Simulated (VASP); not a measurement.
Input of a VASP 6.6.1 run:

INCAR

```
SYSTEM = Al3VN4
  PREC = Accurate
  ENCUT = 600
  EDIFF = 1E-6
  ISMEAR = 0
  SIGMA = 0.1
  LREAL = .FALSE.
  LASPH = .TRUE.
  NELM = 150
  ALGO = Normal
  ISIF = 3
  LWAVE = .FALSE.
  LCHARG = .FALSE.
  ISPIN = 2
  MAGMOM = 0 0 0 1.26 0 0 0 0
  LORBIT = 11
  LMAXMIX = 4
  GGA = PE
  IBRION = 2
  NSW = 100
  EDIFFG = -0.01
```

The input KPOINTS:

```
regular mesh
0
G
  10 10 10
  0 0 0
```

File POSCAR:

```
Al3VN4
1.0
    4.1077747729      0.0000000000      0.0000000000
    0.0000000000      4.1077747729      0.0000000000
    0.0000000000      0.0000000000      4.1077747729
Al V N
3 1 4
Direct
    0.5000000000      0.0000000000      0.5000000000
    0.5000000000      0.5000000000      0.0000000000
    0.0000000000      0.5000000000      0.5000000000
    0.0000000000      0.0000000000      0.0000000000
    0.0000000000      0.5000000000      0.0000000000
    0.5000000000      0.5000000000      0.5000000000
    0.0000000000      0.0000000000      0.5000000000
    0.5000000000      0.0000000000      0.0000000000
```

Potentials or basis: VASP PAW PBE potentials, release 64 (Al, V_sv, N).

Run with:

```bash
$ cat potpaw_PBE.64/Al/POTCAR potpaw_PBE.64/V_sv/POTCAR potpaw_PBE.64/N/POTCAR > POTCAR
$ mpirun -np 1 vasp_std > vasp.out
```

(1) Estimate the relaxed volume.

(2) Estimate the site moments.

(3) What does it give for the space group after relaxing (to 0.1 Å)?

(4) Predict the relaxed cell.

Answers

(1) 8.58 Å³/atom.

(2) Al +0.00; V +0.56; N +0.01, -0.00 (each value once) μB.

(3) Pm-3m (No. 221).

(4) a = 4.094 Å, b = 4.094 Å, c = 4.094 Å, α = 90.00°, β = 90.00°, γ = 90.00°.
